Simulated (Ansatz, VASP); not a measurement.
## Two plane-wave programs on AlN

```
CELL_PARAMETERS angstrom
3.40050 0.00000 0.00000
-1.70025 2.94492 0.00000
0.00000 0.00000 4.30560
ATOMIC_POSITIONS crystal
Al 0.33333 0.66667 0.75000
Al 0.66667 0.33333 0.25000
N 0.33333 0.66667 0.25000
N 0.66667 0.33333 0.75000
```

Alike in both runs: task single point; functional PBEsol; k mesh 9 × 9 × 6; occupations gaussian, width 0.05 eV; no spin polarisation.

```csv
,VASP,Ansatz
version,VASP 6.6.1,Ansatz 0.2.0
potentials or method,"VASP PAW PBE potentials, release 64 (Al, N), cutoff 520 eV","scalar-relativistic, plane waves, PAW"
valence electrons in the cell,16,16
```

```tsv
	VASP	Ansatz	Ansatz less VASP
gap on the k mesh at the Fermi level (eV)	2.59	2.58	-0.010
least direct gap on the mesh (eV)	2.59	2.58	-0.010
pressure (GPa)	-17.3	-17.3	+0.04
traceless stress, the component that is largest in VASP (GPa)	1.33	1.33	+0.005
```

VASP's potentials were made for PBE, not for PBEsol, and Ansatz warns of the same on its side.
